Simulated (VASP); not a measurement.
Write the native input for VASP 6.6.1 that does the following.

- Task: single point
- Functional: revPBE
- Potentials or basis: VASP PAW PBE potentials, release 64 (Li_sv)
- Cutoff: 520 eV
- k mesh: 12 × 12 × 8
- Occupations: fermi-dirac, width 0.1 eV
- Spin: no spin polarisation
- Dipole correction: no
- Further INCAR settings: ALGO = Normal; EDIFF = 1e-07; NBANDS = 10; ISYM = 0

The structure of Li lies in POSCAR:

```
Li
1.0
   -2.0841350975      1.7176546221      1.5340528328
    1.7176546221     -2.0841350975      1.5340528328
    3.8909634651      3.8909634651     -2.2052624947
Li
2
Direct
    0.9570948851      0.0429051149      0.0000000000
    0.7929051149      0.2070948851      0.5000000000
```

This isn't the form of Li at room conditions, which is bcc.

These files were run (other wordings do the same):

INCAR

```
SYSTEM = Li
  PREC = Accurate
  ENCUT = 520
  EDIFF = 1E-7
  ISMEAR = -1
  SIGMA = 0.1
  LREAL = .FALSE.
  LASPH = .TRUE.
  NELM = 100
  ALGO = Normal
  ISIF = 2
  LWAVE = .FALSE.
  LCHARG = .FALSE.
  GGA = RE
  ISYM = 0
  NBANDS = 10
```

KPOINTS

```
Automatic mesh
0
G
  12 12 8
  0 0 0
```

Potentials or basis: VASP PAW PBE potentials, release 64 (Li_sv).

The run is started by

```sh
$ cat potpaw_PBE.64/Li_sv/POTCAR > POTCAR
$ mpirun -np 1 vasp_std > vasp.out
```

It gave:

```json
{"Band gap on the k mesh": "zero (bands 3 and 4 overlap by 4.53 eV)"}
```

Run time: 5.1 min on 1 thread of Oxide Virtual Turin-like Processor (shared host), peak memory 0.28 GiB.
